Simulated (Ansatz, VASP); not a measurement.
# One calculation of AlN, two programs

The input INCAR:

```
PREC = Accurate
ENCUT = 600
EDIFF = 1E-6
ISMEAR = 0
SIGMA = 0.1
LREAL = False
LASPH = True
NELM = 120
ALGO = Normal
ISIF = 2
LWAVE = False
LCHARG = False
GGA = PE
NBANDS = 16
GGA_COMPAT = False
```

File KPOINTS:

```
regular mesh
0
Gamma
  6 6 4
```

File POSCAR:

```
AlN
1.0
    3.1179847954      0.0000000000      0.0000000000
   -1.5589923977      2.7002540414      0.0000000000
    0.0000000000      0.0000000000      5.0511353685
Al N
2 2
Direct
    0.3333333333      0.6666666667      0.0000000000
    0.6666666667      0.3333333333      0.5000000000
    0.3333333333      0.6666666667      0.3780000000
    0.6666666667      0.3333333333      0.8780000000
```

Input for Ansatz:

```yaml
crystal:
  lattice:
    - [3.1179847954, 0.0, 0.0]
    - [-1.5589923977, 2.7002540414, 0.0]
    - [0.0, 0.0, 5.0511353685]
  atoms:
    - { symbol: Al, position: [0.3333333333, 0.6666666667, 0.0] }
    - { symbol: Al, position: [0.6666666667, 0.3333333333, 0.5] }
    - { symbol: "N", position: [0.3333333333, 0.6666666667, 0.378] }
    - { symbol: "N", position: [0.6666666667, 0.3333333333, 0.878] }
basis:
  ecutwfc: 420
kpoints:
  mp_grid: { grid: [6, 6, 4] }
hamiltonian:
  xc: pbe
  pseudopotentials: { kind: paw }
scf:
  occupations: { method: gaussian, width: 0.1 }
output:
  forces: true
  stress: true
  eigenvalues: true
```

Alike in both runs: task single point; functional PBE; k mesh 6 × 6 × 4; occupations gaussian, width 0.1 eV; no spin polarisation.

|  | VASP | Ansatz |
| --- | --- | --- |
| version | VASP 6.6.1 | Ansatz 0.2.0 |
| potentials or method | VASP PAW PBE potentials, release 64 (Al, N), cutoff 600 eV | scalar-relativistic, plane waves, PAW |
| valence electrons in the cell | 16 | 16 |

VASP gave:

```
gap on the k mesh at the Fermi level (eV)                     : 4.13
least direct gap on the mesh (eV)                             : 4.13
pressure (GPa)                                                : 0.0
traceless stress, the component that is largest in VASP (GPa) : -1.28
rms of the force components (eV/Å)                            : 0.062
```

**Question.** What did Ansatz give for the same quantities?

**Answer.** gap on the k mesh at the Fermi level (eV): 4.12; least direct gap on the mesh (eV): 4.12; pressure (GPa): 0.4; traceless stress, the component that is largest in VASP (GPa): -1.30; rms of the force components (eV/Å): 0.062.

Atom by atom the forces differ by 0.000 eV/Å (rms over components).
